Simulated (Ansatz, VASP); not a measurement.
## SnRu4 in VASP and in Ansatz

```
Sn Ru
1.0
     4.71798    0.00000    0.00000
     0.00000    4.71798    0.00000
     0.00000    0.00000    4.71798
Sn Ru
1 4
Direct
  0.00000 0.00000 0.00000
  0.50000 0.00000 0.00000
  0.00000 0.50000 0.00000
  0.00000 0.00000 0.50000
  0.50000 0.50000 0.50000
```

Change from the starting cell: species swapped into the Co4N type (Pm-3m, No. 221).

Alike in both runs: task single point; functional PBE; k mesh 4 × 4 × 4; occupations gaussian, width 0.1 eV; collinear spin.

|  | VASP | Ansatz |
| --- | --- | --- |
| version | VASP 6.6.1 | Ansatz 0.2.0 |
| potentials or method | VASP PAW PBE potentials, release 64 (Sn_d, Ru_pv), cutoff 500 eV | scalar-relativistic, plane waves, PAW |
| valence electrons in the cell | 70 | 78 |

Ansatz gave:

- gap on the k mesh at the Fermi level (eV): none
- pressure (GPa): 3.2
- net moment per atom (μB): 1.00
- size of the moment on the site where the two differ most (μB): 0.74

Question: What did VASP give for the same quantities?

Answer: gap on the k mesh at the Fermi level (eV): none; pressure (GPa): 3.4; net moment per atom (μB): 1.00; size of the moment on the site where the two differ most (μB): 0.83.

Site moments also hang on the region over which each program counts them. A gap of «none» marks a metal or a gap that the smearing closes. VASP's potentials hold 70 valence electrons a cell and Ansatz's 78, so a difference there can come from the potentials and not from the codes.
